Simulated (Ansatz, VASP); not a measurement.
**LiCl in VASP and in Ansatz**

INCAR

```
SYSTEM = LiCl
PREC = Accurate ; ENCUT = 520
EDIFF = 1E-6 ; ISMEAR = 0
SIGMA = 0.05 ; LREAL = .FALSE.
LASPH = .TRUE. ; NELM = 80
ALGO = Normal ; ISIF = 2
LWAVE = .FALSE. ; LCHARG = .FALSE.
GGA = PE ; NBANDS = 12
```

KPOINTS

```
regular mesh
0
G
  8 8 8
  0 0 0
```

POSCAR

```
LiCl
1.0
    0.0000000000      2.3595792000      2.4621696000
    2.3595792000      0.0000000000      2.4621696000
    2.3595792000      2.3595792000      0.0000000000
Li Cl
1 1
Direct
    0.0000000000      0.0000000000      0.0000000000
    0.5000000000      0.5000000000      0.5000000000
```

Input for Ansatz:

```yaml
crystal:
  lattice:
    - [0.0, 2.3595792, 2.4621696]
    - [2.3595792, 0.0, 2.4621696]
    - [2.3595792, 2.3595792, 0.0]
  atoms:
    - { symbol: Li, position: [0.0, 0.0, 0.0] }
    - { symbol: Cl, position: [0.5, 0.5, 0.5] }
basis:
  ecutwfc: 420
kpoints:
  mp_grid: { grid: [8, 8, 8] }
hamiltonian:
  xc: pbe
scf:
  occupations: { method: gaussian, width: 0.05 }
output:
  forces: true
  stress: true
  eigenvalues: true
```

Change from the starting cell: strain -0.080 along x and y, -0.040 along z, atoms carried along.

Alike in both runs: task single point; functional PBE; k mesh 8 × 8 × 8; occupations gaussian, width 0.05 eV; no spin polarisation.

|  | VASP | Ansatz |
| --- | --- | --- |
| version | VASP 6.6.1 | Ansatz 0.2.0 |
| potentials or method | VASP PAW PBE potentials, release 64 (Li_sv, Cl), cutoff 520 eV | scalar-relativistic, plane waves, PAW |
| valence electrons in the cell | 10 | 10 |

```tsv
	VASP	Ansatz	Ansatz less VASP
gap on the k mesh at the Fermi level (eV)	6.85	6.82	-0.028
least direct gap on the mesh (eV)	7.21	7.18	-0.027
```

The functional is the same, so the differences come from potentials, cutoffs and numerics.

Noted on VASP's run: the cutoff is under 1.25 times that of the potentials, so the pressure is a little rough.
